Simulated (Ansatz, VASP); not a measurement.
One calculation of SiC, two programs

INCAR

```
PREC = Accurate ; ENCUT = 520
EDIFF = 1E-7 ; ISMEAR = 0
SIGMA = 0.05 ; LREAL = F
LASPH = T ; NELM = 80
ALGO = Normal ; ISIF = 2
LWAVE = F ; LCHARG = F
GGA = PE ; NBANDS = 11
```

KPOINTS

```
regular mesh
0
Gamma
  10 10 10
```

File POSCAR:

```
SiC
1.0
    0.0000000000      2.1898640950      2.1898640950
    2.1898640950      0.0000000000      2.1898640950
    2.1898640950      2.1898640950      0.0000000000
Si C
1 1
Direct
    0.0000000000      0.0000000000      0.0000000000
    0.7157512993      0.7157512993      0.6873787466
```

Input for Ansatz:

```yaml
crystal:
  lattice:
    - [0.0, 2.189864095, 2.189864095]
    - [2.189864095, 0.0, 2.189864095]
    - [2.189864095, 2.189864095, 0.0]
  atoms:
    - { symbol: Si, position: [0.0, 0.0, 0.0] }
    - { symbol: C, position: [0.7157512993, 0.7157512993, 0.6873787466] }
basis:
  ecutwfc: 420
kpoints:
  mp_grid: { grid: [10, 10, 10] }
hamiltonian:
  xc: pbe
scf:
  occupations: { method: gaussian, width: 0.05 }
output:
  forces: true
  stress: true
  eigenvalues: true
```

Alike in both runs: task single point; functional PBE; k mesh 10 × 10 × 10; occupations gaussian, width 0.05 eV; no spin polarisation.

|  | VASP | Ansatz |
| --- | --- | --- |
| version | VASP 6.6.1 | Ansatz 0.2.0 |
| potentials or method | VASP PAW PBE potentials, release 64 (Si, C), cutoff 520 eV | scalar-relativistic, plane waves, PAW |
| valence electrons in the cell | 8 | 8 |

```csv
,VASP,Ansatz,Ansatz less VASP
gap on the k mesh at the Fermi level (eV),none,none,-
pressure (GPa),7.4,7.5,+0.10
"traceless stress, the component that is largest in VASP (GPa)",-5.76,-5.77,-0.018
rms of the force components (eV/Å),1.829,1.828,-0.0010
```

Atom by atom the forces differ by 0.002 eV/Å (rms over components). A gap of «none» marks a metal or a gap that the smearing closes. With one functional, cell and mesh, what is left measures potentials, basis and numerics.
